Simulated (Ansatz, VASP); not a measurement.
## One calculation of SnO2, two programs

```
Sn O
1.0
     1.58551    0.91540    5.13889
    -1.58551    0.91540    5.13889
     0.00000   -1.83079    5.13889
Sn O
1 2
Cartesian
  0.0000 0.0000 7.7083
  0.0000 0.0000 3.5777
  0.0000 0.0000 11.8390
```

Alike in both runs: task single point; functional PBE; k mesh 12 × 12 × 12; occupations gaussian, width 0.02 eV; no spin polarisation.

|  | VASP | Ansatz |
| --- | --- | --- |
| version | VASP 6.6.1 | Ansatz 0.2.0 |
| potentials or method | VASP PAW PBE potentials, release 64 (Sn_d, O), cutoff 520 eV | scalar-relativistic, plane waves, PAW |
| valence electrons in the cell | 26 | 26 |

|  | VASP | Ansatz | Ansatz less VASP |
| --- | --- | --- | --- |
| gap on the k mesh at the Fermi level (eV) | 2.48 | 2.51 | +0.023 |
| least direct gap on the mesh (eV) | 2.80 | 2.82 | +0.015 |
| pressure (GPa) | 7.3 | 6.7 | -0.60 |
| traceless stress, the component that is largest in VASP (GPa) | -4.15 | -3.77 | +0.378 |
| rms of the force components (eV/Å) | 0.219 | 0.192 | -0.0269 |

Atom by atom the forces differ by 0.027 eV/Å (rms over components).
